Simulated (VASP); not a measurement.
# PbO: single point with PBE

Crystal: PbO.

```
CELL_PARAMETERS angstrom
4.04463 0.00000 0.00000
0.00000 4.04463 0.00000
0.00000 0.00000 5.29272
ATOMIC_POSITIONS crystal
Pb 0.00000 0.50000 0.22480
Pb 0.50000 0.00000 0.77520
O 0.00000 0.00000 0.00000
O 0.50000 0.50000 0.00000
```

This cell differs from its parent crystal: volume scaled by 0.94, then relaxed in part.

```json
{
  "Program": "VASP 6.6.1",
  "Task": "single point",
  "Functional": "PBE",
  "Potentials or basis": "VASP PAW PBE potentials, release 64 (Pb_d, O)",
  "Cutoff": "520 eV",
  "k mesh": "8 × 8 × 6",
  "Occupations": "gaussian, width 0.02 eV",
  "Spin": "no spin polarisation"
}
```

```yaml
Pressure: 0.8 GPa
Largest_force: 0.040 eV/Å
Band_gap_on_the_k_mesh: 1.54 eV, indirect (least direct gap 2.09 eV)
```

Forces on the atoms (eV/Å):
```
Pb   0.000  0.000  0.040
Pb   0.000  0.000 -0.040
O    0.000  0.000  0.000
O    0.000  0.000  0.000
```

Levels at points of the mesh, in eV from the valence-band top:
| k point | band 16 | band 17 | band 18 | band 19 | band 20 | band 21 | band 22 | band 23 | band 24 | band 25 |
| --- | --- | --- | --- | --- | --- | --- | --- | --- | --- | --- |
| (0.00, 0.00, 0.00) | -3.96 | -1.51 | -1.49 | -1.49 | -0.01 | 2.09 | 4.97 | 5.77 | 5.77 | 6.28 |
| (0.50, 0.00, 0.00) | -2.95 | -2.77 | -2.77 | -1.42 | -1.42 | 3.24 | 3.24 | 6.07 | 6.07 | 6.62 |
| (0.50, 0.50, 0.00) | -3.17 | -1.58 | -1.58 | -0.88 | -0.88 | 1.54 | 1.54 | 5.25 | 5.25 | 7.29 |
| (0.00, 0.00, 0.50) | -3.86 | -1.54 | -1.51 | -1.51 | -0.78 | 1.86 | 4.28 | 4.28 | 4.28 | 8.20 |
| (0.50, 0.00, 0.50) | -3.33 | -2.75 | -2.75 | -0.89 | -0.89 | 2.96 | 2.96 | 6.35 | 6.35 | 6.86 |
| (0.50, 0.50, 0.50) | -3.48 | -1.99 | -1.99 | -0.88 | -0.88 | 3.60 | 3.60 | 4.33 | 4.33 | 5.60 |

Wall time 120 s on 1 thread of Intel(R) Xeon(R) Platinum 8259CL CPU @ 2.50GHz (Skylake/Cascade Lake), on a shared host, peak memory 0.26 GiB.

Caveat: spin-orbit coupling is left out, which moves the levels of the heavy elements. A k mesh can miss the band edges.
